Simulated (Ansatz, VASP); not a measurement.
AlGa2Sb3: VASP beside Ansatz

```
Al Ga Sb
1.0
     4.38152    0.00179   -0.00065
    -2.18920    3.79831    0.00072
    -0.00321    0.00275   21.65522
Al Ga Sb
2 4 6
Direct
  0.99906 0.99928 0.16660
  0.00058 0.00068 0.83330
  0.99945 0.99919 0.50028
  0.66709 0.33393 0.00025
  0.66610 0.33320 0.33373
  0.66782 0.33360 0.66675
  0.99942 0.99964 0.29160
  0.00107 0.99997 0.62484
  0.00041 0.00037 0.95824
  0.66574 0.33297 0.12484
  0.66605 0.33286 0.45832
  0.66721 0.33431 0.79145
```

Change from the starting cell: cell x1, atoms moved at random (sigma 0.1 Å) and cell strained at random (1.5 %), then relaxed without symmetry.

Alike in both runs: functional PBE; k mesh 6 × 6 × 1; occupations gaussian, width 0.2 eV; no spin polarisation.

Ansatz relaxed the structure, and its values are those at the end. VASP's run is a single point on that final structure, the one shown.

```csv
,VASP,Ansatz
version,VASP 6.6.1,Ansatz 0.2.0
potentials or method,"VASP PAW PBE potentials, release 64 (Al, Ga_d, Sb), cutoff 520 eV","scalar-relativistic, plane waves, PAW"
valence electrons in the cell,88,148
```

```tsv
	VASP	Ansatz	Ansatz less VASP
pressure (GPa)	0.2	0.1	-0.11
rms of the force components (eV/Å)	0.003	0.001	-0.0018
```

VASP's potentials hold 88 valence electrons a cell and Ansatz's 148, so a difference there can come from the potentials and not from the codes.

Spin-orbit coupling is off throughout.
